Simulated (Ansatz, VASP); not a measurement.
C in VASP and in Ansatz

INCAR

```
PREC = Accurate ; ENCUT = 520
EDIFF = 1E-7 ; ISMEAR = 0
SIGMA = 0.05 ; LREAL = False
LASPH = True ; NELM = 60
ALGO = Normal ; ISIF = 2
LWAVE = False ; LCHARG = False
GGA = PE ; NBANDS = 11
```

File KPOINTS:

```
Automatic mesh
0
Gamma
  12 12 12
```

File POSCAR:

```
C
1.0
    0.0000000000      1.8588480447      1.6878340245
    1.8588480447      0.0000000000      1.6878340245
    1.8588480447      1.8588480447      0.0000000000
C
2
Direct
    0.5000000000      0.5000000000      0.5000000000
    0.7500000000      0.7500000000      0.7500000000
```

Input for Ansatz:

```yaml
crystal:
  lattice:
    - [0.0, 1.8588480447, 1.6878340245]
    - [1.8588480447, 0.0, 1.6878340245]
    - [1.8588480447, 1.8588480447, 0.0]
  atoms:
    - { symbol: C, position: [0.5, 0.5, 0.5] }
    - { symbol: C, position: [0.75, 0.75, 0.75] }
basis:
  ecutwfc: 520.0
kpoints:
  mp_grid: { grid: [12, 12, 12] }
hamiltonian:
  xc: pbe
  pseudopotentials: { kind: paw, azcp: { folder: soft_1 } }
scf:
  occupations: { method: gaussian, width: 0.05 }
output:
  forces: true
  stress: true
  eigenvalues: true
```

Alike in both runs: task single point; functional PBE; k mesh 12 × 12 × 12; occupations gaussian, width 0.05 eV; no spin polarisation.

|  | VASP | Ansatz |
| --- | --- | --- |
| version | VASP 6.6.1 | Ansatz 0.2.0 |
| potentials or method | VASP PAW PBE potentials, release 64 (C), cutoff 520 eV | scalar-relativistic, plane waves, PAW |
| valence electrons in the cell | 8 | 8 |

VASP gave:

| Item | Value |
| --- | --- |
| gap on the k mesh at the Fermi level (eV) | 1.80 |
| least direct gap on the mesh (eV) | 3.96 |
| pressure (GPa) | -9.1 |
| traceless stress, the component that is largest in VASP (GPa) | 52.21 |

Question: What did Ansatz give for the same quantities?

Answer: gap on the k mesh at the Fermi level (eV): 1.81; least direct gap on the mesh (eV): 3.97; pressure (GPa): -9.6; traceless stress, the component that is largest in VASP (GPa): 52.20.

With one functional, cell and mesh, what is left measures potentials, basis and numerics.
